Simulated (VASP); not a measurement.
A run of VASP 6.6.1:

INCAR

```
  ALGO = Normal
  EDIFF = 1E-7
  ENCUT = 520
  GGA = RE
  ISIF = 2
  ISMEAR = -1
  LASPH = T
  LCHARG = T
  LELF = T
  LREAL = F
  LVHAR = T
  LWAVE = F
  NBANDS = 12
  NELM = 100
  PREC = Accurate
  SIGMA = 0.1
```

KPOINTS

```
k-points
0
Gamma
  21 21 21
```

The input POSCAR:

```
Au
1.0
    0.0000000000      2.0054483242      2.0054483242
    2.0054483242      0.0000000000      2.0054483242
    2.0054483242      2.0054483242      0.0000000000
Au
1
Direct
    0.0000000000      0.0000000000      0.0000000000
```

Potentials or basis: VASP PAW PBE potentials, release 64 (Au).

Command:

```sh
$ cat potpaw_PBE.64/Au/POTCAR > POTCAR
$ mpirun -np 1 vasp_std > vasp.out
```

Hardware: 1 thread of Intel Xeon 8259CL, with other jobs on the host.

Question: Estimate the wall time of this run.

Answer: Wall time 55 s on 1 thread of Intel Xeon 8259CL (shared host), peak memory 0.18 GiB. Counts: scf iterations 11, k points 286.
